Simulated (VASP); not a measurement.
# MgB2 (P6/mmm) in VASP: single point with PBE+D3(BJ)

Aim: the single point of MgB2 with PBE+D3(BJ).

All numbers are computed with VASP 6.6.1; they aren't measurements. Logs are shortened: lines on timing, memory, paths and dates and some standing lists are left out, and cuts for length are marked.

## (1) The cell of the first run

Symmetry: P6/mmm, No. 191, hexagonal system. The conventional cell has a = 3.046 Å, b = 3.046 Å, c = 3.475 Å, α = 90.00°, β = 90.00°, γ = 120.00°. Mg (site symmetry 6/mmm) has 12 B at 2.47 Å and 6 Mg at 3.05 Å within 3.3 Å. B (site symmetry -6m2) has 3 B at 1.76 Å within 2.3 Å.

## (2) Single point, PBE+D3(BJ)

INCAR

```
ALGO = Normal
EDIFF = 1E-6
ENCUT = 520
GGA = PE
ISIF = 2
ISMEAR = 0
IVDW = 12
LASPH = T
LCHARG = F
LREAL = F
LWAVE = F
NBANDS = 11
NELM = 80
PREC = Accurate
SIGMA = 0.1
```

KPOINTS

```
k-points
0
Gamma
  15 15 12
```

POSCAR

```
MgB2
1.0
    3.0461110497      0.0000000000      0.0000000000
   -1.5230555249      2.6380095518      0.0000000000
    0.0000000000      0.0000000000      3.4746951420
Mg B
1 2
Direct
    0.0000000000      0.0000000000      0.0000000000
    0.3333333333      0.6666666667      0.5000000000
    0.6666666667      0.3333333333      0.5000000000
```

Potentials or basis: VASP PAW PBE potentials, release 64 (Mg, B).

On the command line:

```
$ cat potpaw_PBE.64/Mg/POTCAR potpaw_PBE.64/B/POTCAR > POTCAR
$ mpirun -np 1 vasp_std > vasp.out
```

OUTCAR:

```text
EDIFF = 1E-6
   ENCUT = 520
   GGA = PE
   ISIF = 2
   ISMEAR = 0
   IVDW = 12
   LASPH = T
   LREAL = F
   NELM = 80
   PREC = Accurate
 IVDW          = 12

 ion  position               nearest neighbor table
   1  0.000  0.000  0.000-   2 2.47   3 2.47   2 2.47   3 2.47   3 2.47   3 2.47   2 2.47   2 2.47
                             3 2.47   3 2.47   2 2.47   2 2.47
   2  0.333  0.667  0.500-   3 1.76   3 1.76   3 1.76   1 2.47   1 2.47   1 2.47   1 2.47   1 2.47
                             1 2.47
   3  0.667  0.333  0.500-   2 1.76   2 1.76   2 1.76   1 2.47   1 2.47   1 2.47   1 2.47   1 2.47
                             1 2.47

  LATTYP: Found a hexagonal cell.
 ALAT       =     3.0461110497
 C/A-ratio  =     1.1406987747

  Lattice vectors:

 A1 = (   3.0461110497,   0.0000000000,   0.0000000000)
 A2 = (  -1.5230555249,   2.6380095518,   0.0000000000)
 A3 = (   0.0000000000,   0.0000000000,   3.4746951420)

Analysis of symmetry for initial positions (statically):
=====================================================================
 Subroutine PRICEL returns:
 Original cell was already a primitive cell.

 Routine SETGRP: Setting up the symmetry group for a
 hexagonal supercell.

 Subroutine GETGRP returns: Found 24 space group operations
 (whereof 24 operations were pure point group operations)
 out of a pool of 24 trial point group operations.

The static configuration has the point symmetry D_6h.

Analysis of symmetry for dynamics (positions and initial velocities):
=====================================================================
 Subroutine PRICEL returns:
 Original cell was already a primitive cell.

 Routine SETGRP: Setting up the symmetry group for a
 hexagonal supercell.

 Subroutine GETGRP returns: Found 24 space group operations
 (whereof 24 operations were pure point group operations)
 out of a pool of 24 trial point group operations.

The dynamic configuration has the point symmetry D_6h.

 Subroutine INISYM returns: Found 24 space group operations
 (whereof 24 operations are pure point group operations),
 and found     1 'primitive' translations

----------------------------------------------------------------------------------------

                                     Primitive cell

  volume of cell :      27.9215

  direct lattice vectors                    reciprocal lattice vectors
     3.046111050  0.000000000  0.000000000     0.328287441  0.189536842  0.000000000
    -1.523055525  2.638009552  0.000000000     0.000000000  0.379073684  0.000000000
     0.000000000  0.000000000  3.474695142     0.000000000  0.000000000  0.287795032
[... 99 lines left out ...]
   EMIN   =  10.00;   EMAX   =-10.00  energy-range for DOS
   EFERMI =   0.00;   METHOD = LEGACY
   ISMEAR =     0;   SIGMA  =   0.10  broadening in eV -4-tet -1-fermi 0-gaus
   EFERMI_NEDOS =   21; number of points for ismear=-14 and -15
   IALGO  =     38    algorithm
   IMIX   =      4    mixing-type and parameters
     AMIX     =   0.40;   BMIX     =  1.00
     AMIX_MAG =   1.60;   BMIX_MAG =  1.00
  volume/ion in A,a.u.               =       9.31        62.81
  Fermi-wavevector in a.u.,A,eV,Ry     =   1.079258  2.039502 15.848033  1.164798
  Thomas-Fermi vector in A             =   2.215218
   LORBIT       =      0    0 simple, 1 ext, 2 COOP (PROOUT), +10 PAW based schemes
   GGA     = PE    functional components
   LHFCALC =     F    Hartree Fock is set to
   AEXX    =    0.0000 exact exchange contribution
   IVDW    =    12    specifies the selected vdW correction
   LEPSILON=     F    determine dielectric tensor
   LRPA    =     F    only Hartree local field effects (RPA)
 non-spin polarized calculation
 Gauss-broadening in eV      SIGMA  =   0.10
  energy-cutoff  :      520.00
  volume of cell :       27.92
 maximum number of plane-waves:       765
 NGX is ok and might be reduce to    24
   NGX = 11   NGY = 11   NGZ = 13

 number of electron       8.0000000 magnetization

 Free energy of the ion-electron system (eV)
  ---------------------------------------------------
  ext. energy  EPLUGINS =         0.00000000
  ---------------------------------------------------
  free energy    TOTEN  =       -15.31140490 eV

  energy without entropy =      -15.30731019  energy(sigma->0) =      -15.30935755

 E-fermi :   5.5332     XC(G=0): -11.0657

 val. band max:        5.5258025822   @ k =   0.1333   0.0000   0.3333
 cond. band min:       5.5393754875   @ k =   0.0667   0.0000   0.0833
 fundamental gap:      0.0135729053
 Fermi energy:         5.5332471891

 k-point     1 :       0.0000    0.0000    0.0000
  band No.  band energies     occupation
      1      -7.1101      2.00000
      2       2.5395      2.00000
      3       5.9208      0.00000
      4       5.9208      0.00000
      5       7.3150      0.00000
      6      11.9990      0.00000
      7      11.9990      0.00000
      8      14.0253      0.00000
      9      15.8106      0.00000
     10      18.6141      0.00000
     11      22.0545      0.00000
[... 309 lines left out ...]
 k-point    24 :       0.4000    0.2000    0.0000
  band No.  band energies     occupation
      1      -2.6522      2.00000
      2      -1.9935      2.00000
      3       1.0279      2.00000
      4       6.3390      0.00000
      5       8.3476      0.00000
      6      11.3801      0.00000
      7      11.6132      0.00000
      8      13.9984      0.00000
      9      15.3729      0.00000
     10      17.8064      0.00000
     11      19.7087      0.00000

 [... further k-points ...]

------------------------ aborting loop because EDIFF is reached ----------------------------------------

 Edisp (eV)   -0.88138

 E8    (eV) :    -0.3409

  FORCE on cell =-STRESS in cart. coord.  units (eV):
  Direction    XX          YY          ZZ          XY          YZ          ZX
  --------------------------------------------------------------------------------------
  -------------------------------------------------------------------------------------
  Total      -0.03722    -0.03722    -0.07141     0.00000    -0.00000     0.00000
  in kB      -2.13582    -2.13582    -4.09771     0.00000    -0.00000     0.00000
  external pressure =       -2.79 kB  Pullay stress =        0.00 kB

 VOLUME and BASIS-vectors are now :
 -----------------------------------------------------------------------------
  energy-cutoff  :      520.00
  volume of cell :       27.92
      direct lattice vectors                 reciprocal lattice vectors
     3.046111050  0.000000000  0.000000000     0.328287441  0.189536842  0.000000000
    -1.523055525  2.638009552  0.000000000     0.000000000  0.379073684  0.000000000
     0.000000000  0.000000000  3.474695142     0.000000000  0.000000000  0.287795032

 POSITION                                       TOTAL-FORCE (eV/Angst)
 -----------------------------------------------------------------------------------
      0.00000      0.00000      0.00000         0.000000      0.000000      0.000000
     -0.00000      1.75867      1.73735         0.000000      0.000000      0.000000
      1.52306      0.87934      1.73735        -0.000000     -0.000000     -0.000000
 -----------------------------------------------------------------------------------
    total drift:                                0.000000     -0.000000      0.000000

  FREE ENERGIE OF THE ION-ELECTRON SYSTEM (eV)
  ---------------------------------------------------
  free  energy   TOTEN  =       -16.1927805499 eV

  energy  without entropy=      -16.1886858440  energy(sigma->0) =      -16.19073320
```

Run time: 32 s. Hardware: 1 thread of Intel Xeon Platinum 8488C (Sapphire Rapids), shared host; peak memory 0.2 GiB.

What came out:

| Property | Result |
| --- | --- |
| Free energy | -16.1928 eV |
| Pressure | -0.3 GPa |
| Band gap on the k mesh | zero (band 4 reaches 7.38 eV, above the bottom of band 5 at 3.47 eV) |
| Dispersion energy per atom | -0.294 eV |

Caveat: pairwise dispersion overbinds metals, which lowers pressure and volume.
